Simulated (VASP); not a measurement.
Set up this calculation in VASP 6.6.1, as the native input.

* Task: single point
* Functional: PBE
* Potentials or basis: VASP PAW PBE potentials, release 64 (Hf_pv, B)
* Cutoff: 520 eV
* k mesh: 18 × 18 × 18
* Occupations: gaussian, width 0.15 eV
* Spin: no spin polarisation
* Dipole correction: no
* Further INCAR settings: ALGO = Normal; EDIFF = 1e-07; NBANDS = 14

The structure of HfB lies in POSCAR:

```
HfB
1.0
    0.0000000000      2.1945000000      2.3677500000
    2.1945000000      0.0000000000      2.3677500000
    2.1945000000      2.1945000000      0.0000000000
Hf B
1 1
Direct
    0.5000000000      0.5000000000      0.5000000000
    0.0000000000      0.0000000000      0.0000000000
```

This cell differs from its parent crystal: strain -0.050 along x and y, +0.025 along z.

These files were run (other wordings do the same):

INCAR

```
  PREC = Accurate
  ENCUT = 520
  EDIFF = 1E-7
  ISMEAR = 0
  SIGMA = 0.15
  LREAL = F
  LASPH = T
  NELM = 100
  ALGO = Normal
  ISIF = 2
  LWAVE = F
  LCHARG = F
  GGA = PE
  NBANDS = 14
```

KPOINTS

```
regular mesh
0
Gamma
  18 18 18
```

Potentials or basis: VASP PAW PBE potentials, release 64 (Hf_pv, B).

Launch:

```console
$ cat potpaw_PBE.64/Hf_pv/POTCAR potpaw_PBE.64/B/POTCAR > POTCAR
$ mpirun -np 1 vasp_std > vasp.out
```

Results of the run:

The pressure is 58.1 GPa.

Caveat: the cell differs from its parent crystal (strain -0.050 along x and y, +0.025 along z).

Run time: 2.2 min on 1 thread of Intel Xeon 8259CL, on a shared host, peak memory 0.27 GiB.
